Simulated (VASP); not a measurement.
# Mo (Im-3m) in VASP: single point with r2SCAN

Aim: the single point of Mo with r2SCAN.

Everything below comes from runs of VASP 6.6.1. Logs are shortened: lines on timing, memory, paths and dates and some standing lists are left out, and cuts for length are marked.

## 1. The cell of the first run

It takes space group Im-3m (No. 229, cubic). The conventional cell has a = 3.167 Å, b = 3.167 Å, c = 3.167 Å, α = 90.00°, β = 90.00°, γ = 90.00°. Mo (site symmetry m-3m) has 14 Mo at 2.74 to 3.17 Å within 3.6 Å.

## 2. Single point, r2SCAN

POSCAR reads:

```
Mo
1.0
   -1.5833039300      1.5833039300      1.5833039300
    1.5833039300     -1.5833039300      1.5833039300
    1.5833039300      1.5833039300     -1.5833039300
Mo
1
Direct
    0.0000000000      0.0000000000      0.0000000000
```

INCAR.step1 reads:

```
SYSTEM = Mo
PREC = Accurate
ENCUT = 520
ISMEAR = -1
SIGMA = 0.1
LREAL = .FALSE.
LASPH = .TRUE.
NELM = 60
NBANDS = 13
GGA = PE
ALGO = Normal
EDIFF = 1E-4
LWAVE = .TRUE.
LCHARG = .FALSE.
```

INCAR.step2 reads:

```
SYSTEM = Mo
PREC = Accurate
ENCUT = 520
EDIFF = 1E-6
ISMEAR = -1
SIGMA = 0.1
LREAL = .FALSE.
LASPH = .TRUE.
NELM = 60
ALGO = Normal
ISIF = 2
LWAVE = .FALSE.
LCHARG = .FALSE.
METAGGA = R2SCAN
LMIXTAU = .TRUE.
NBANDS = 13
ISTART = 1
```

KPOINTS reads:

```
Automatic mesh
0
G
  15 15 15
  0 0 0
```

Potentials or basis: VASP PAW PBE potentials, release 64 (Mo_sv).

Started as:

```sh
cat potpaw_PBE.64/Mo_sv/POTCAR > POTCAR
cp INCAR.step1 INCAR
mpirun -np 1 vasp_std > vasp.out
cp INCAR.step2 INCAR
mpirun -np 1 vasp_std > vasp.out
```

OUTCAR:

```text
SYSTEM = Mo
   PREC = Accurate
   ENCUT = 520
   EDIFF = 1E-6
   ISMEAR = -1
   LREAL = .FALSE.
   LASPH = .TRUE.
   NELM = 60
   ISIF = 2
   METAGGA = R2SCAN
   ISTART = 1

 ion  position               nearest neighbor table
   1  0.000  0.000  0.000-

  LATTYP: Found a body centered cubic cell.
 ALAT       =     3.1666078600

  Lattice vectors:

 A1 = (  -1.5833039300,   1.5833039300,   1.5833039300)
 A2 = (   1.5833039300,  -1.5833039300,   1.5833039300)
 A3 = (   1.5833039300,   1.5833039300,  -1.5833039300)

Analysis of symmetry for initial positions (statically):
=====================================================================
 Subroutine PRICEL returns:
 Original cell was already a primitive cell.

 Routine SETGRP: Setting up the symmetry group for a
 body centered cubic supercell.

 Subroutine GETGRP returns: Found 48 space group operations
 (whereof 48 operations were pure point group operations)
 out of a pool of 48 trial point group operations.

The static configuration has the point symmetry O_h .

Analysis of symmetry for dynamics (positions and initial velocities):
=====================================================================
 Subroutine PRICEL returns:
 Original cell was already a primitive cell.

 Routine SETGRP: Setting up the symmetry group for a
 body centered cubic supercell.

 Subroutine GETGRP returns: Found 48 space group operations
 (whereof 48 operations were pure point group operations)
 out of a pool of 48 trial point group operations.

The dynamic configuration has the point symmetry O_h .

 Subroutine INISYM returns: Found 48 space group operations
 (whereof 48 operations are pure point group operations),
 and found     1 'primitive' translations

----------------------------------------------------------------------------------------

                                     Primitive cell

  volume of cell :      15.8764

  direct lattice vectors                    reciprocal lattice vectors
    -1.583303930  1.583303930  1.583303930     0.000000000  0.315795338  0.315795338
     1.583303930 -1.583303930  1.583303930     0.315795338  0.000000000  0.315795338
     1.583303930  1.583303930 -1.583303930     0.315795338  0.315795338  0.000000000

  length of vectors
     2.742362851  2.742362851  2.742362851     0.446602050  0.446602050  0.446602050

  position of ions in fractional coordinates (direct lattice)
     0.000000000  0.000000000  0.000000000

  ion indices of the primitive-cell ions
   primitive index   ion index
                 1           1

----------------------------------------------------------------------------------------

 KPOINTS: Automatic mesh

Automatic generation of k-mesh.
 Grid dimensions read from file:
 generate k-points for:   15   15   15

 Generating k-lattice:

  Cartesian coordinates                     Fractional coordinates (reciprocal lattice)
     0.000000000  0.021053023  0.021053023     0.066666667  0.000000000  0.000000000
     0.021053023  0.000000000  0.021053023     0.000000000  0.066666667  0.000000000
     0.021053023  0.021053023  0.000000000     0.000000000  0.000000000  0.066666667

  Length of vectors
     0.029773470  0.029773470  0.029773470

  Shift w.r.t. Gamma in fractional coordinates (k-lattice)
     0.000000000  0.000000000  0.000000000

 Subroutine IBZKPT returns following result:
 ===========================================

 Found    120 irreducible k-points:

 Following reciprocal coordinates:
            Coordinates               Weight
  0.000000  0.000000  0.000000      1.000000
  0.066667  0.000000  0.000000     12.000000
  0.133333  0.000000  0.000000     12.000000
  0.200000  0.000000  0.000000     12.000000
  0.266667  0.000000  0.000000     12.000000
  0.333333  0.000000  0.000000     12.000000
[... 16 lines left out ...]
  0.333333  0.200000  0.000000     48.000000
  0.400000  0.200000  0.000000     24.000000
 [... further k-points ...]
   k-points           NKPTS =    120   k-points in BZ     NKDIM =    120   number of bands    NBANDS=     13
   number of dos      NEDOS =    301   number of ions     NIONS =      1
   total plane-waves  NPLWV =   8000
   dimension x,y,z NGX =    20 NGY =   20 NGZ =   20
   dimension x,y,z NGXF=    40 NGYF=   40 NGZF=   40
   ions per type =               1
   NGX,Y,Z   is equivalent  to a cutoff of  12.12, 12.12, 12.12 a.u.
   NGXF,Y,Z  is equivalent  to a cutoff of  24.25, 24.25, 24.25 a.u.
 SYSTEM =  Mo
   PREC   = accura    normal or accurate (medium, high low for compatibility)
   ISTART =      1    job   : 0-new  1-cont  2-samecut
   ICHARG =      0    charge: 1-file 2-atom 10-const
   ISPIN  =      1    spin polarized calculation?
   LNONCOLLINEAR =      F non collinear calculations
   LSORBIT =      F    spin-orbit coupling
   LASPH  =      T    aspherical Exc in radial PAW
   ENCUT  =  520.0 eV  38.22 Ry    6.18 a.u.   5.10  5.10  5.10*2*pi/ulx,y,z
   NELM   =     60;   NELMIN=  2; NELMDL=  0     # of ELM steps
   EDIFF  = 0.1E-05   stopping-criterion for ELM
   LREAL  =      F    real-space projection
   EDIFFG = 0.1E-04   stopping-criterion for IOM
   NSW    =      0    number of steps for IOM
   IBRION =     -1    ionic relax: 0-MD 1-quasi-New 2-CG
   NFREE  =      0    steps in history (QN), initial steepest desc. (CG)
   ISIF   =      2    stress and relaxation
   ISYM   =      2    0-nonsym 1-usesym 2-fastsym
   POTIM  = 0.5000    time-step for ionic-motion
   TEBEG  =    0.0;   TEEND  =   0.0 temperature during run
   PSTRESS=    0.0 pullay stress
   NELECT =      14.0000    total number of electrons
   NUPDOWN=      -1.0000    fix difference up-down
   EMIN   =  10.00;   EMAX   =-10.00  energy-range for DOS
   EFERMI =   0.00;   METHOD = LEGACY
   ISMEAR =    -1;   SIGMA  =   0.10  broadening in eV -4-tet -1-fermi 0-gaus
   EFERMI_NEDOS =   21; number of points for ismear=-14 and -15
   IALGO  =     38    algorithm
   IMIX   =      4    mixing-type and parameters
     AMIX     =   0.40;   BMIX     =  1.00
     AMIX_MAG =   1.60;   BMIX_MAG =  1.00
  volume/ion in A,a.u.               =      15.88       107.14
  Fermi-wavevector in a.u.,A,eV,Ry     =   1.569880  2.966644 33.531889  2.464524
  Thomas-Fermi vector in A             =   2.671697
   LORBIT       =      0    0 simple, 1 ext, 2 COOP (PROOUT), +10 PAW based schemes
   METAGGA = R2SCAN    functional components
   LHFCALC =     F    Hartree Fock is set to
   AEXX    =    0.0000 exact exchange contribution
   IVDW    =     0    specifies the selected vdW correction
   LEPSILON=     F    determine dielectric tensor
   LRPA    =     F    only Hartree local field effects (RPA)
 non-spin polarized calculation
  energy-cutoff  :      520.00
  volume of cell :       15.88
 maximum number of plane-waves:       442
   NGX = 11   NGY = 11   NGZ = 11

 number of electron      14.0000005 magnetization

 Free energy of the ion-electron system (eV)
  ---------------------------------------------------
  ext. energy  EPLUGINS =         0.00000000
  ---------------------------------------------------
  free energy    TOTEN  =       -26.08556239 eV

  energy without entropy =      -26.06629356  energy(sigma->0) =      -26.07592797

 E-fermi :  12.2678     XC(G=0): -14.5380

 val. band max:       12.2610642859   @ k =   0.1333   0.0667  -0.0000
 cond. band min:      12.3134049603   @ k =  -0.3333   0.3333   0.2000
 fundamental gap:      0.0523406744
 Fermi energy:        12.2678303794

 k-point     1 :       0.0000    0.0000    0.0000
  band No.  band energies     occupation
      1     -50.9215      2.00000
      2     -23.4304      2.00000
      3     -23.4304      2.00000
      4     -23.4304      2.00000
      5       4.6877      2.00000
      6      10.9067      2.00000
      7      10.9067      2.00000
      8      10.9067      2.00000
      9      14.1882      0.00000
     10      14.1882      0.00000
     11      27.7715      0.00000
     12      27.7715      0.00000
     13      27.7715      0.00000

 k-point     2 :       0.0667    0.0000    0.0000
  band No.  band energies     occupation
      1     -50.9099      2.00000
      2     -23.4968      2.00000
      3     -23.4508      2.00000
      4     -23.4308      2.00000
      5       4.8909      2.00000
      6      10.7918      2.00000
      7      10.8859      2.00000
      8      11.0956      1.99998
      9      14.0194      0.00000
     10      14.1899      0.00000
     11      27.9192      0.00000
     12      28.1130      0.00000
     13      28.1531      0.00000

 k-point     3 :       0.1333    0.0000    0.0000
  band No.  band energies     occupation
      1     -50.8768      2.00000
      2     -23.6821      2.00000
      3     -23.5080      2.00000
      4     -23.4321      2.00000
      5       5.4579      2.00000
      6      10.4826      2.00000
      7      10.7932      2.00000
      8      11.6507      1.99583
      9      13.6935      0.00000
     10      14.2062      0.00000
     11      28.2192      0.00000
     12      28.9957      0.00000
     13      29.0962      0.00000

 k-point     4 :       0.2000    0.0000    0.0000
  band No.  band energies     occupation
      1     -50.8278      2.00000
      2     -23.9490      2.00000
      3     -23.5914      2.00000
      4     -23.4341      2.00000
      5       6.2353      2.00000
      6      10.0630      2.00000
      7      10.6443      2.00000
      8      12.5361      0.12800
      9      13.5322      0.00001
     10      14.2616      0.00000
     11      28.2028      0.00000
     12      29.4471      0.00000
     13      30.6173      0.00000

 k-point     5 :       0.2667    0.0000    0.0000
  band No.  band energies     occupation
      1     -50.7710      2.00000
      2     -24.2471      2.00000
      3     -23.6858      2.00000
      4     -23.4364      2.00000
      5       6.8868      2.00000
      6       9.6239      2.00000
      7      10.7531      2.00000
      8      13.6402      0.00000
      9      13.6844      0.00000
     10      14.3741      0.00000
     11      27.4693      0.00000
     12      28.7115      0.00000
     13      32.5427      0.00000
[... 257 lines left out ...]
 k-point    22 :       0.2667    0.2000   -0.0000
  band No.  band energies     occupation
      1     -50.6622      2.00000
      2     -24.5962      2.00000
      3     -23.9538      2.00000
      4     -23.5644      2.00000
      5       8.0038      2.00000
      6       9.2411      2.00000
      7      10.5239      2.00000
      8      13.6341      0.00000
      9      14.9590      0.00000
     10      17.7482      0.00000
     11      25.4746      0.00000
     12      27.0238      0.00000
     13      30.1124      0.00000

 k-point    23 :       0.3333    0.2000    0.0000
  band No.  band energies     occupation
      1     -50.6344      2.00000
      2     -24.6693      2.00000
      3     -24.0564      2.00000
      4     -23.5738      2.00000
      5       7.8902      2.00000
      6       9.1444      2.00000
      7      11.0482      1.99999
      8      13.9153      0.00000
      9      15.0760      0.00000
     10      19.2188      0.00000
     11      24.0902      0.00000
     12      25.9984      0.00000
     13      29.4370      0.00000

 k-point    24 :       0.4000    0.2000    0.0000
  band No.  band energies     occupation
      1     -50.6246      2.00000
      2     -24.6929      2.00000
      3     -24.0953      2.00000
      4     -23.5767      2.00000
      5       7.8274      2.00000
      6       9.1167      2.00000
      7      11.2634      1.99991
      8      14.0092      0.00000
      9      15.1783      0.00000
     10      19.9286      0.00000
     11      23.3923      0.00000
     12      25.5738      0.00000
     13      29.2365      0.00000

 [... further k-points ...]
[... 5 lines left out ...]
  --------------------------------------------------------------------------------------
  -------------------------------------------------------------------------------------
  Total       -0.2785072     -0.2785072     -0.2785072      0.0000000      0.0000000     -0.0000000
  in kB      -28.1056873    -28.1056873    -28.1056873      0.0000000      0.0000000     -0.0000000
  external PRESSURE =     -28.1056873 kB  Pullay stress =       0.0000000 kB

 VOLUME and BASIS-vectors are now :
 -----------------------------------------------------------------------------
  energy-cutoff  :      520.00
  volume of cell :       15.88
      direct lattice vectors                 reciprocal lattice vectors
    -1.583303930  1.583303930  1.583303930     0.000000000  0.315795338  0.315795338
     1.583303930 -1.583303930  1.583303930     0.315795338  0.000000000  0.315795338
     1.583303930  1.583303930 -1.583303930     0.315795338  0.315795338  0.000000000

 POSITION                                       TOTAL-FORCE (eV/Angst)
 -----------------------------------------------------------------------------------
      0.00000      0.00000      0.00000        -0.000000      0.000000      0.000000
 -----------------------------------------------------------------------------------
    total drift:                                0.000000     -0.000000     -0.000000

  FREE ENERGIE OF THE ION-ELECTRON SYSTEM (eV)
  ---------------------------------------------------
  free  energy   TOTEN  =       -26.0855623854 eV

  energy  without entropy=      -26.0662935619  energy(sigma->0) =      -26.07592797
```

It took 34 s on 1 thread of Intel Xeon 6975P-C (Granite Rapids), shared host; peak memory 0.14 GiB.

What came out:

| Item | Value |
| --- | --- |
| Free energy | -26.0856 eV |
| Pressure | -2.8 GPa |
| Band gap on the k mesh | zero (band 7 reaches 16.05 eV, above the bottom of band 8 at 10.91 eV) |

Levels at points of the mesh, in eV from the Fermi level:
```tsv
k point	band 5	band 6	band 7	band 8	band 9	band 10
(0.00, 0.00, 0.00)	-7.58	-1.36	-1.36	-1.36	1.92	1.92
```

Caveat: the PAW data sets were made with another functional, which shifts forces and pressure a little.
